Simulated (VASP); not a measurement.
# Ru (P6/mmm) in VASP: further runs

The runs below take Ru through single point, with LDA.

Everything below comes from runs of VASP 6.6.1. Logs are shortened: lines on timing, memory, paths and dates and some standing lists are left out, and cuts for length are marked.

### 1 The cell of the first run

The structure is hexagonal, space group P6/mmm (No. 191). The conventional cell has a = 2.180 Å, b = 2.180 Å, c = 2.034 Å, α = 90.00°, β = 90.00°, γ = 120.00°. Ru (site symmetry 6/mmm) has 8 Ru at 2.03 to 2.18 Å within 2.7 Å.

This isn't the form of Ru at room conditions, which is hcp.

### 2 Single point, LDA

The input, INCAR:

```
ALGO = Normal
EDIFF = 1E-6
ENCUT = 560
GGA_COMPAT = False
ISIF = 2
ISMEAR = -1
LASPH = True
LCHARG = True
LELF = True
LREAL = False
LVHAR = True
LWAVE = False
NBANDS = 14
NELM = 120
PREC = Accurate
SIGMA = 0.1
```

The input, KPOINTS:

```
k-points
0
Gamma
  20 20 19
```

The input, POSCAR:

```
Ru
1.0
    2.1800051484      0.0000000000      0.0000000000
   -1.0900025742      1.8879398389      0.0000000000
    0.0000000000      0.0000000000      2.0337940150
Ru
1
Direct
    0.0000000000      0.0000000000      0.0000000000
```

Potentials or basis: VASP PAW LDA potentials, release 64 (Ru_sv).

Started as:

```
$ cat potpaw_LDA.64/Ru_sv/POTCAR > POTCAR
$ mpirun -np 1 vasp_std > vasp.out
```

OUTCAR:

```text
EDIFF = 1E-6
   ENCUT = 560
   ISIF = 2
   ISMEAR = -1
   LASPH = True
   LREAL = False
   NELM = 120
   PREC = Accurate

 ion  position               nearest neighbor table
   1  0.000  0.000  0.000-

  LATTYP: Found a hexagonal cell.
 ALAT       =     2.1800051484
 C/A-ratio  =     0.9329308311

  Lattice vectors:

 A1 = (   2.1800051484,   0.0000000000,   0.0000000000)
 A2 = (  -1.0900025742,   1.8879398389,   0.0000000000)
 A3 = (   0.0000000000,   0.0000000000,   2.0337940150)

Analysis of symmetry for initial positions (statically):
=====================================================================
 Subroutine PRICEL returns:
 Original cell was already a primitive cell.

 Routine SETGRP: Setting up the symmetry group for a
 hexagonal supercell.

 Subroutine GETGRP returns: Found 24 space group operations
 (whereof 24 operations were pure point group operations)
 out of a pool of 24 trial point group operations.

The static configuration has the point symmetry D_6h.

Analysis of symmetry for dynamics (positions and initial velocities):
=====================================================================
 Subroutine PRICEL returns:
 Original cell was already a primitive cell.

 Routine SETGRP: Setting up the symmetry group for a
 hexagonal supercell.

 Subroutine GETGRP returns: Found 24 space group operations
 (whereof 24 operations were pure point group operations)
 out of a pool of 24 trial point group operations.

The dynamic configuration has the point symmetry D_6h.

 Subroutine INISYM returns: Found 24 space group operations
 (whereof 24 operations are pure point group operations),
 and found     1 'primitive' translations

----------------------------------------------------------------------------------------

                                     Primitive cell

  volume of cell :       8.3705

  direct lattice vectors                    reciprocal lattice vectors
     2.180005148  0.000000000  0.000000000     0.458714513  0.264838948  0.000000000
    -1.090002574  1.887939839  0.000000000     0.000000000  0.529677895  0.000000000
     0.000000000  0.000000000  2.033794015     0.000000000  0.000000000  0.491691879

  length of vectors
     2.180005148  2.180005148  2.033794015     0.529677895  0.529677895  0.491691879

  position of ions in fractional coordinates (direct lattice)
     0.000000000  0.000000000  0.000000000

  ion indices of the primitive-cell ions
   primitive index   ion index
                 1           1

[... 75 lines left out ...]
   IBRION =     -1    ionic relax: 0-MD 1-quasi-New 2-CG
   NFREE  =      0    steps in history (QN), initial steepest desc. (CG)
   ISIF   =      2    stress and relaxation
   ISYM   =      2    0-nonsym 1-usesym 2-fastsym
   POTIM  = 0.5000    time-step for ionic-motion
   TEBEG  =    0.0;   TEEND  =   0.0 temperature during run
   PSTRESS=    0.0 pullay stress
   NELECT =      16.0000    total number of electrons
   NUPDOWN=      -1.0000    fix difference up-down
   EMIN   =  10.00;   EMAX   =-10.00  energy-range for DOS
   EFERMI =   0.00;   METHOD = LEGACY
   ISMEAR =    -1;   SIGMA  =   0.10  broadening in eV -4-tet -1-fermi 0-gaus
   EFERMI_NEDOS =   21; number of points for ismear=-14 and -15
   IALGO  =     38    algorithm
   IMIX   =      4    mixing-type and parameters
     AMIX     =   0.40;   BMIX     =  1.00
     AMIX_MAG =   1.60;   BMIX_MAG =  1.00
  volume/ion in A,a.u.               =       8.37        56.49
  Fermi-wavevector in a.u.,A,eV,Ry     =   2.031720  3.839395 56.163324  4.127888
  Thomas-Fermi vector in A             =   3.039386
   LORBIT       =      0    0 simple, 1 ext, 2 COOP (PROOUT), +10 PAW based schemes
   GGA     = CA    functional components
   LHFCALC =     F    Hartree Fock is set to
   AEXX    =    0.0000 exact exchange contribution
   IVDW    =     0    specifies the selected vdW correction
   LEPSILON=     F    determine dielectric tensor
   LRPA    =     F    only Hartree local field effects (RPA)
 non-spin polarized calculation
  energy-cutoff  :      560.00
  volume of cell :        8.37
 maximum number of plane-waves:       264
 NGX is ok and might be reduce to    18

 number of electron      16.0000004 magnetization

 Free energy of the ion-electron system (eV)
  ---------------------------------------------------
  ext. energy  EPLUGINS =         0.00000000
  ---------------------------------------------------
  free energy    TOTEN  =        -3.97856940 eV

  energy without entropy =       -3.96074361  energy(sigma->0) =       -3.96965651

 E-fermi :  27.7576     XC(G=0): -17.6377

 val. band max:       27.7429844137   @ k =   0.3500   0.3000   0.0000
 cond. band min:      27.7626707017   @ k =   0.1000  -0.0000   0.2632
 fundamental gap:      0.0196862880
 Fermi energy:        27.7576058380

 k-point     1 :       0.0000    0.0000    0.0000
  band No.  band energies     occupation
      1     -47.7214      2.00000
      2     -14.7319      2.00000
      3     -14.7319      2.00000
      4     -14.5173      2.00000
      5      15.9531      2.00000
      6      17.3724      2.00000
      7      22.0590      2.00000
      8      22.0590      2.00000
      9      32.1911      0.00000
     10      32.1911      0.00000
     11      40.8750      0.00000
     12      49.4371      0.00000
     13      55.9723      0.00000
     14      55.9723      0.00000
[... 377 lines left out ...]
      1     -46.8619      2.00000
      2     -18.3069      2.00000
      3     -15.8137      2.00000
      4     -14.0605      2.00000
      5      17.4958      2.00000
      6      18.6359      2.00000
      7      23.4052      2.00000
      8      27.4219      1.93269
      9      29.3834      0.00000
     10      30.8425      0.00000
     11      45.3869      0.00000
     12      48.1614      0.00000
     13      53.3519      0.00000
     14      57.1165      0.00000

 [... further k-points ...]
[... 5 lines left out ...]
  --------------------------------------------------------------------------------------
  -------------------------------------------------------------------------------------
  Total       26.7298762     26.7298762     26.6909303     -0.0000000      0.0000000     -0.0000000
  in kB     5116.2869480   5116.2869481   5108.8324419     -0.0000000      0.0000000     -0.0000000
  external PRESSURE =    5113.8021127 kB  Pullay stress =       0.0000000 kB

 VOLUME and BASIS-vectors are now :
 -----------------------------------------------------------------------------
  energy-cutoff  :      560.00
  volume of cell :        8.37
      direct lattice vectors                 reciprocal lattice vectors
     2.180005148  0.000000000  0.000000000     0.458714513  0.264838948  0.000000000
    -1.090002574  1.887939839  0.000000000     0.000000000  0.529677895  0.000000000
     0.000000000  0.000000000  2.033794015     0.000000000  0.000000000  0.491691879

 POSITION                                       TOTAL-FORCE (eV/Angst)
 -----------------------------------------------------------------------------------
      0.00000      0.00000      0.00000        -0.000000      0.000000      0.000000
 -----------------------------------------------------------------------------------
    total drift:                               -0.000000      0.000000      0.000000

  FREE ENERGIE OF THE ION-ELECTRON SYSTEM (eV)
  ---------------------------------------------------
  free  energy   TOTEN  =        -3.9785694041 eV

  energy  without entropy=       -3.9607436147  energy(sigma->0) =       -3.96965651
```

It took 27 s on 1 thread of Intel Xeon Platinum 8375C at 2.90GHz (Ice Lake), shared host; peak memory 0.16 GiB.

What came out:

```yaml
Free_energy: -3.9786 eV
Pressure: 511.4 GPa
Band_gap_on_the_k_mesh: zero (bands 8 and 9 overlap by 8.38 eV)
```

Stress tensor (GPa, compression positive):
```
511.63   0.00   0.00
  0.00 511.63   0.00
  0.00   0.00 510.88
```

Caveat: atoms lie so close that the PAW spheres overlap strongly, which falsifies energies and pressures; the cell stands under pressure.

### 3 Single point, LDA

This run uses another cell than the first one: it holds 3 atoms, not 1.

The input, INCAR:

```
SYSTEM = Ru
PREC = Accurate
ENCUT = 560
EDIFF = 1E-6
ISMEAR = -1
SIGMA = 0.1
LREAL = .FALSE.
LASPH = .TRUE.
NELM = 120
ALGO = Normal
ISIF = 2
LWAVE = .FALSE.
LCHARG = .FALSE.
NBANDS = 31
GGA_COMPAT = .FALSE.
```

The input, KPOINTS:

```
regular mesh
0
G
  10 10 14
  0 0 0
```

The input, POSCAR:

```
Ru
1.0
    3.5943792425      0.0000000000      0.0000000000
   -1.7971896212      3.1128237348      0.0000000000
    0.0000000000      0.0000000000      2.2005854998
Ru
3
Direct
    0.0000000000      0.0000000000      0.0000000000
    0.3333333333      0.6666666667      0.5000000000
    0.6666666667      0.3333333333      0.5000000000
```

Potentials or basis: VASP PAW LDA potentials, release 64 (Ru_sv).

Started as:

```
$ cat potpaw_LDA.64/Ru_sv/POTCAR > POTCAR
$ mpirun -np 1 vasp_std > vasp.out
```

Wall time 41 s (1 thread of Intel Xeon Platinum 8488C (Sapphire Rapids), shared host); peak memory 0.18 GiB.

It converged, with:

```yaml
Free_energy: -15.1987 eV
Pressure: 511.8 GPa
Band_gap_on_the_k_mesh: zero (bands 24 and 25 overlap by 5.22 eV)
```

Stress tensor (GPa, compression positive):
```
511.84   0.00   0.00
  0.00 511.84   0.00
  0.00   0.00 511.67
```

Levels at points of the mesh, in eV from the Fermi level:
```tsv
k point	band 22	band 23	band 24	band 25	band 26	band 27
(0.00, 0.00, 0.00)	-4.68	-3.00	-3.00	-2.88	-2.88	3.95
(0.50, 0.00, 0.00)	-2.28	-2.20	1.32	1.86	1.93	1.93
(0.00, 0.00, 0.50)	-3.66	1.29	1.29	2.84	2.84	5.81
(0.50, 0.00, 0.50)	-1.57	-0.20	0.64	1.82	2.91	4.99
```

Caveat: the cell stands under pressure.
